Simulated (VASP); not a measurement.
Sc5AlN6: single point with r2SCAN

Sc5AlN6:

```
Sc Al N
1.0
     3.16046    0.00000    0.00000
     0.00000    3.16046    0.00000
     0.00000    0.00000   13.29432
Sc Al N
5 1 6
Direct
  0.00000 0.00000 0.65877
  0.00000 0.00000 0.34123
  0.50000 0.50000 0.17060
  0.00000 0.00000 0.00000
  0.50000 0.50000 0.82940
  0.50000 0.50000 0.50000
  0.00000 0.00000 0.50000
  0.50000 0.50000 0.34409
  0.00000 0.00000 0.16994
  0.50000 0.50000 0.00000
  0.00000 0.00000 0.83006
  0.50000 0.50000 0.65590
```

```yaml
Program: VASP 6.6.1
Task: single point
Functional: r2SCAN
Potentials_or_basis: VASP PAW PBE potentials, release 64 (Sc_sv, Al, N)
Cutoff: 520 eV
k_mesh: 12 × 12 × 4
Occupations: gaussian, width 0.01 eV
Spin: no spin polarisation
Dipole_correction: no
Further_INCAR_settings: ALGO = Normal; EDIFF = 1e-06; NBANDS = 56
```

The pressure is -0.9 GPa, the largest force is 0.135 eV/Å and the band gap on the k mesh is 0.42 eV.

Forces on the atoms (eV/Å):
```
Sc   0.000  0.000 -0.032
Sc   0.000  0.000  0.032
Sc   0.000  0.000  0.021
Sc   0.000  0.000  0.000
Sc   0.000  0.000 -0.021
Al   0.000  0.000  0.000
N    0.000  0.000  0.000
N    0.000  0.000  0.135
N    0.000  0.000 -0.001
N    0.000  0.000  0.000
N    0.000  0.000  0.001
N    0.000  0.000 -0.135
```

Stress tensor (GPa, compression positive):
```
-0.86  0.00  0.00
 0.00 -0.86  0.00
 0.00  0.00 -1.12
```

Levels at points of the mesh, in eV from the valence-band top:
```csv
k point,band 42,band 43,band 44,band 45,band 46,band 47
"(0.00, 0.00, 0.00)",-0.08,0.00,0.00,0.42,0.82,1.32
"(0.50, 0.00, 0.00)",-1.96,-1.76,-1.38,4.53,4.53,4.63
"(0.50, 0.50, 0.00)",-1.04,-1.04,-0.88,0.61,0.61,2.62
"(0.00, 0.00, 0.50)",-0.23,-0.21,-0.21,0.44,0.76,1.43
"(0.50, 0.00, 0.50)",-2.03,-1.70,-1.38,4.51,4.52,4.55
"(0.50, 0.50, 0.50)",-1.48,-1.48,-1.38,1.14,1.14,1.79
```

It took 75 min on 1 thread of Oxide Virtual Turin-like Processor, on a shared host, peak memory 0.54 GiB.

Caveat: the PAW data sets were made with another functional, which shifts forces and pressure a little. A k mesh can miss the band edges.
